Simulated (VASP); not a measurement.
RbNaP3, 10 atoms in the cell. Symmetry: P6_3/mmc, No. 194, hexagonal system. The conventional cell has a = 6.640 Å, b = 6.640 Å, c = 6.925 Å, α = 90.00°, β = 90.00°, γ = 120.00°. Within 4.4 Å of Rb (site symmetry -6m2) lie 12 P at 3.38 to 3.69 Å and 6 Na at 4.21 Å. Within 4.3 Å of Na (site symmetry -3m) lie 6 P at 3.10 Å and 2 Na at 3.46 Å and 6 Rb at 4.21 Å. Within 2.9 Å of P (site symmetry mm2) lie 2 P at 2.19 Å. 

| Quantity | Value |
| --- | --- |
| Program | VASP 6.6.1 |
| Task | single point |
| Functional | PBE |
| Potentials or basis | VASP PAW PBE potentials, release 64 (Rb_sv, Na_pv, P) |
| Cutoff | 520 eV |
| k mesh | 6 × 6 × 6 |
| Occupations | gaussian, width 0.1 eV |
| Spin | no spin polarisation |
| Dipole correction | no |
| Further INCAR settings | ALGO = Fast; EDIFF = 1e-06; NBANDS = 42 |

Potentials or basis: VASP PAW PBE potentials, release 64 (Rb_sv, Na_pv, P).

The run is started by

```sh
$ cat potpaw_PBE.64/Rb_sv/POTCAR potpaw_PBE.64/Na_pv/POTCAR potpaw_PBE.64/P/POTCAR > POTCAR
$ mpirun -np 1 vasp_std > vasp.out
```

Hardware: 1 thread of Oxide Virtual Turin-like Processor (shared host).

How long does it take, and how much memory?

Run time: 9.6 min on 1 thread of Oxide Virtual Turin-like Processor, with other jobs on the host, peak memory 0.48 GiB. Counts: scf iterations 21, k points 28.
